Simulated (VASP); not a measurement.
# Ta8C in VASP: single point with PBEsol

Aim: the single point of Ta8C with PBEsol.

All numbers are computed with VASP 6.6.1; they aren't measurements. Logs are shortened: lines on timing, memory, paths and dates and some standing lists are left out, and cuts for length are marked.

## Step 1: The cell of the first run

The cell holds a slab with vacuum, 9 atoms: a = 4.639 Å, b = 4.639 Å, c = 25.629 Å, α = 90.00°, β = 90.00°, γ = 120.00°.

## Step 2: Single point, PBEsol

INCAR

```
ALGO = Normal ; DIPOL = 0.5 0.5 0.478
EDIFF = 1E-6 ; ENCUT = 520
GGA = PS ; IDIPOL = 3
ISIF = 2 ; ISMEAR = 0
LASPH = True ; LCHARG = False
LDIPOL = True ; LREAL = False
LWAVE = False ; NBANDS = 56
NELM = 80 ; PREC = Accurate
SIGMA = 0.1
```

KPOINTS

```
k-points
0
Gamma
  6 6 1
```

POSCAR

```
Ta8C
1.0
    4.6393552032      0.0000000000      0.0000000000
   -2.3196776016      4.0177994632      0.0000000000
    0.0000000000      0.0000000000     25.6290309070
Ta C
8 1
Direct
    0.6666666667      0.3333333334      0.3316551465
    0.3333333333      0.6666666666      0.3686056039
    0.0000000000      0.0000000000      0.4055560613
    0.6666666667      0.3333333334      0.4425065188
    0.3338074028      0.6669037014      0.4790600836
    0.0017775126      0.0008887563      0.5171577092
    0.6654088000      0.3327044000      0.5511200961
    0.3612747016      0.6806373508      0.5909779039
   -0.0949837987      0.4525081007      0.6181131992
```

Potentials or basis: VASP PAW PBE potentials, release 64 (Ta_pv, C).

The run is started by

```console
cat potpaw_PBE.64/Ta_pv/POTCAR potpaw_PBE.64/C/POTCAR > POTCAR
mpirun -np 1 vasp_std > vasp.out
```

OUTCAR:

```text
EDIFF = 1E-6
   ENCUT = 520
   GGA = PS
   ISIF = 2
   ISMEAR = 0
   LASPH = True
   LREAL = False
   NELM = 80
   PREC = Accurate

 ion  position               nearest neighbor table
   1  0.667  0.333  0.332-   2 2.84   2 2.84   2 2.84   4 2.84   3 3.28   3 3.28   3 3.28
   2  0.333  0.667  0.369-   5 2.83   1 2.84   1 2.84   3 2.84   3 2.84   3 2.84   1 2.84   4 3.28
                             4 3.28   4 3.28
   3  0.000  0.000  0.406-   2 2.84   2 2.84   2 2.84   4 2.84   4 2.84   4 2.84   6 2.86   5 3.27
                             5 3.28   5 3.28   1 3.28   1 3.28   1 3.28
   4  0.667  0.333  0.443-   7 2.78   5 2.84   5 2.84   5 2.84   3 2.84   3 2.84   3 2.84   1 2.84
                             2 3.28   2 3.28   2 3.28   6 3.29   6 3.29   6 3.29
   5  0.334  0.667  0.479-   2 2.83   4 2.84   4 2.84   4 2.84   6 2.85   6 2.85   6 2.86   8 2.87
                             7 3.25   7 3.25   7 3.26   3 3.27   3 3.28   3 3.28
   6  0.002  0.001  0.517-   7 2.80   7 2.82   7 2.82   5 2.85   5 2.85   5 2.86   3 2.86   8 3.19
                             4 3.29   4 3.29   4 3.29   8 3.32   8 3.32
   7  0.665  0.333  0.551-   9 1.97   4 2.78   6 2.80   8 2.81   8 2.81   6 2.82   6 2.82   8 2.98
                             5 3.25   5 3.25   5 3.26
   8  0.361  0.681  0.591-   9 1.96   7 2.81   7 2.81   5 2.87   7 2.98   6 3.19   6 3.32   6 3.32

   9  0.905  0.453  0.618-   8 1.96   7 1.97

  LATTYP: Found a hexagonal cell.
 ALAT       =     4.6393552032
 C/A-ratio  =     5.5242657189

  Lattice vectors:

 A1 = (   4.6393552032,   0.0000000000,   0.0000000000)
 A2 = (  -2.3196776016,   4.0177994632,   0.0000000000)
 A3 = (   0.0000000000,   0.0000000000,  25.6290309070)

Analysis of symmetry for initial positions (statically):
=====================================================================
 Subroutine PRICEL returns:
 Original cell was already a primitive cell.

 Routine SETGRP: Setting up the symmetry group for a
 hexagonal supercell.

 Subroutine GETGRP returns: Found  2 space group operations
 (whereof  2 operations were pure point group operations)
 out of a pool of 24 trial point group operations.

The static configuration has the point symmetry C_1h.

Analysis of symmetry for dynamics (positions and initial velocities):
=====================================================================
 Subroutine PRICEL returns:
 Original cell was already a primitive cell.

 Routine SETGRP: Setting up the symmetry group for a
 hexagonal supercell.

 Subroutine GETGRP returns: Found  2 space group operations
 (whereof  2 operations were pure point group operations)
 out of a pool of 24 trial point group operations.

The dynamic configuration has the point symmetry C_1h.

 Subroutine INISYM returns: Found  2 space group operations
 (whereof  2 operations are pure point group operations),
 and found     1 'primitive' translations

----------------------------------------------------------------------------------------

                                     Primitive cell

  volume of cell :     477.7251

  direct lattice vectors                    reciprocal lattice vectors
     4.639355203  0.000000000  0.000000000     0.215547195  0.124446231  0.000000000
    -2.319677602  4.017799463  0.000000000     0.000000000  0.248892462  0.000000000
     0.000000000  0.000000000 25.629030907     0.000000000  0.000000000  0.039018253

  length of vectors
     4.639355203  4.639355203 25.629030907     0.248892462  0.248892462  0.039018253

  position of ions in fractional coordinates (direct lattice)
     0.666666667  0.333333333  0.331655146
     0.333333333  0.666666667  0.368605604
     0.000000000  0.000000000  0.405556061
     0.666666667  0.333333333  0.442506519
     0.333807403  0.666903701  0.479060084
     0.001777513  0.000888756  0.517157709
     0.665408800  0.332704400  0.551120096
     0.361274702  0.680637351  0.590977904
     0.905016201  0.452508101  0.618113199

  ion indices of the primitive-cell ions
   primitive index   ion index
                 1           1
                 2           2
                 3           3
                 4           4
                 5           5
                 6           6
                 7           7
                 8           8
                 9           9

----------------------------------------------------------------------------------------

 KPOINTS: k-points

Automatic generation of k-mesh.
 Grid dimensions read from file:
 generate k-points for:    6    6    1

 Generating k-lattice:

  Cartesian coordinates                     Fractional coordinates (reciprocal lattice)
     0.035924532  0.020741038  0.000000000     0.166666667 -0.000000000  0.000000000
     0.000000000  0.041482077  0.000000000     0.000000000  0.166666667  0.000000000
     0.000000000  0.000000000  0.039018253     0.000000000  0.000000000  1.000000000

  Length of vectors
     0.041482077  0.041482077  0.039018253

  Shift w.r.t. Gamma in fractional coordinates (k-lattice)
     0.000000000  0.000000000  0.000000000

 Subroutine IBZKPT returns following result:
 ===========================================

 Found     13 irreducible k-points:

 Following reciprocal coordinates:
            Coordinates               Weight
  0.000000  0.000000  0.000000      1.000000
  0.166667  0.000000  0.000000      2.000000
  0.000000  0.166667  0.000000      4.000000
  0.333333  0.000000  0.000000      2.000000
  0.000000  0.333333  0.000000      4.000000
  0.500000  0.000000  0.000000      1.000000
  0.000000  0.500000  0.000000      2.000000
  0.166667  0.166667  0.000000      4.000000
 -0.166667  0.333333  0.000000      2.000000
  0.333333  0.166667  0.000000      4.000000
 -0.166667  0.500000  0.000000      4.000000
  0.500000  0.333333  0.000000      4.000000
  0.333333  0.333333  0.000000      2.000000
   k-points           NKPTS =     13   k-points in BZ     NKDIM =     13   number of bands    NBANDS=     56
   number of dos      NEDOS =    301   number of ions     NIONS =      9
   total plane-waves  NPLWV = 248832
   dimension x,y,z NGX =    36 NGY =   36 NGZ =  192
   dimension x,y,z NGXF=    72 NGYF=   72 NGZF=  384
   ions per type =               8   1
   NGX,Y,Z   is equivalent  to a cutoff of  12.90, 12.90, 12.45 a.u.
   NGXF,Y,Z  is equivalent  to a cutoff of  25.80, 25.80, 24.91 a.u.
 SYSTEM =  unknown system
   PREC   = accura    normal or accurate (medium, high low for compatibility)
   ISTART =      0    job   : 0-new  1-cont  2-samecut
   ICHARG =      2    charge: 1-file 2-atom 10-const
   ISPIN  =      1    spin polarized calculation?
   LNONCOLLINEAR =      F non collinear calculations
   LSORBIT =      F    spin-orbit coupling
   LASPH  =      T    aspherical Exc in radial PAW
   ENCUT  =  520.0 eV  38.22 Ry    6.18 a.u.   8.63  8.63 47.65*2*pi/ulx,y,z
   NELM   =     80;   NELMIN=  2; NELMDL= -5     # of ELM steps
   EDIFF  = 0.1E-05   stopping-criterion for ELM
   LREAL  =      F    real-space projection
   EDIFFG = 0.1E-04   stopping-criterion for IOM
   NSW    =      0    number of steps for IOM
   IBRION =     -1    ionic relax: 0-MD 1-quasi-New 2-CG
   NFREE  =      0    steps in history (QN), initial steepest desc. (CG)
   ISIF   =      2    stress and relaxation
   ISYM   =      2    0-nonsym 1-usesym 2-fastsym
   POTIM  = 0.5000    time-step for ionic-motion
   TEBEG  =    0.0;   TEEND  =   0.0 temperature during run
   PSTRESS=    0.0 pullay stress
   NELECT =      92.0000    total number of electrons
   NUPDOWN=      -1.0000    fix difference up-down
   EMIN   =  10.00;   EMAX   =-10.00  energy-range for DOS
   EFERMI =   0.00;   METHOD = LEGACY
   ISMEAR =     0;   SIGMA  =   0.10  broadening in eV -4-tet -1-fermi 0-gaus
   EFERMI_NEDOS =   21; number of points for ismear=-14 and -15
   IALGO  =     38    algorithm
   IMIX   =      4    mixing-type and parameters
     AMIX     =   0.40;   BMIX     =  1.00
     AMIX_MAG =   1.60;   BMIX_MAG =  1.00
  volume/ion in A,a.u.               =      53.08       358.21
  Fermi-wavevector in a.u.,A,eV,Ry     =   0.945391  1.786530 12.160397  0.893764
  Thomas-Fermi vector in A             =   2.073288
   LORBIT       =      0    0 simple, 1 ext, 2 COOP (PROOUT), +10 PAW based schemes
   GGA     = PS    functional components
   LHFCALC =     F    Hartree Fock is set to
   AEXX    =    0.0000 exact exchange contribution
   IVDW    =     0    specifies the selected vdW correction
   LEPSILON=     F    determine dielectric tensor
   LRPA    =     F    only Hartree local field effects (RPA)
 non-spin polarized calculation
 Gauss-broadening in eV      SIGMA  =   0.10
  energy-cutoff  :      520.00
  volume of cell :      477.73
 maximum number of plane-waves:     12897
 NGX is ok and might be reduce to    36
   NGX = 17   NGY = 17   NGZ = 95

 dipolmoment           0.000000      0.000000     -0.039720 electrons x Angstroem

 number of electron      92.0000009 magnetization

 dipolmoment           0.000000      0.000000      0.166179 electrons x Angstroem

 Free energy of the ion-electron system (eV)
  ---------------------------------------------------
  ext. energy  EPLUGINS =         0.00000000
  ---------------------------------------------------
  free energy    TOTEN  =      -101.51195367 eV

  energy without entropy =     -101.45603593  energy(sigma->0) =     -101.48399480

 E-fermi :  -1.1036     XC(G=0):  -4.8672

 val. band max:       -1.1176919969   @ k =   0.3333   0.0000   0.0000
 cond. band min:      -1.0856189690   @ k =   0.1667   0.1667   0.0000
 fundamental gap:      0.0320730279
 Fermi energy:        -1.1035762114

 k-point     1 :       0.0000    0.0000    0.0000
  band No.  band energies     occupation
      1     -35.6943      2.00000
      2     -35.6503      2.00000
      3     -35.5264      2.00000
      4     -35.5099      2.00000
      5     -35.4919      2.00000
      6     -35.4236      2.00000
[... 756 lines left out ...]
     55       0.8513      0.00000
     56       1.0581      0.00000

------------------------ aborting loop because EDIFF is reached ----------------------------------------

 vacuum level on the upper side and lower side of the slab       (xc-potential included)         0.668        -0.886

  FORCE on cell =-STRESS in cart. coord.  units (eV):
  Direction    XX          YY          ZZ          XY          YZ          ZX
  --------------------------------------------------------------------------------------
  -------------------------------------------------------------------------------------
  Total       -6.3969008     -6.8289782     -5.5874898      0.3741900      0.0806852      0.1397501
  in kB      -21.4536965    -22.9027822    -18.7391228      1.2549450      0.2705991      0.4686888
  external PRESSURE =     -21.0318672 kB  Pullay stress =       0.0000000 kB

 VOLUME and BASIS-vectors are now :
 -----------------------------------------------------------------------------
  energy-cutoff  :      520.00
  volume of cell :      477.73
      direct lattice vectors                 reciprocal lattice vectors
     4.639355203  0.000000000  0.000000000     0.215547195  0.124446231  0.000000000
    -2.319677602  4.017799463  0.000000000     0.000000000  0.248892462  0.000000000
     0.000000000  0.000000000 25.629030907     0.000000000  0.000000000  0.039018253

 POSITION                                       TOTAL-FORCE (eV/Angst)
 -----------------------------------------------------------------------------------
      2.31968      1.33927      8.50000        -0.046598     -0.026903      2.319545
     -0.00000      2.67853      9.44700         0.049348      0.028491      0.132775
      0.00000      0.00000     10.39401        -0.094313     -0.054451     -1.181035
      2.31968      1.33927     11.34101         0.091333      0.052731     -1.293453
      0.00165      2.67949     12.27785        -0.001810     -0.001045     -0.001550
      0.00618      0.00357     13.25425         0.002608      0.001506     -0.000549
      2.31530      1.33674     14.12467        -0.027726     -0.016008     -0.038794
      0.09722      2.73466     15.14619         0.053524      0.030902     -0.015296
      3.14902      1.81809     15.84164        -0.026367     -0.015223      0.078358
 -----------------------------------------------------------------------------------
    total drift:                                0.000085      0.000049     -0.000618

  FREE ENERGIE OF THE ION-ELECTRON SYSTEM (eV)
  ---------------------------------------------------
  free  energy   TOTEN  =      -101.5119536708 eV

  energy  without entropy=     -101.4560359324  energy(sigma->0) =     -101.48399480

 vacuum level on the upper side and lower side of the slab         3.903         2.337
```

Run time: 9 min. Hardware: 1 thread of Intel Xeon 6975P-C (Granite Rapids), shared host; peak memory 0.71 GiB.

Results:

- Free energy: -101.5120 eV
- Largest force: 2.320 eV/Å
- Band gap on the k mesh: zero (bands 46 and 47 overlap by 0.17 eV)

Forces in eV/Å, atoms in the order of the input:
```
Ta  -0.047 -0.027  2.320
Ta   0.049  0.028  0.133
Ta  -0.094 -0.054 -1.181
Ta   0.091  0.053 -1.293
Ta  -0.002 -0.001 -0.002
Ta   0.003  0.002 -0.001
Ta  -0.028 -0.016 -0.039
Ta   0.054  0.031 -0.015
C   -0.026 -0.015  0.078
```

Caveat: the PAW data sets were made with another functional, which shifts forces and pressure a little; spin-orbit coupling is left out, which moves the levels of the heavy elements.

The gap in the log of VASP goes by the Fermi energy; the results here count the filled bands.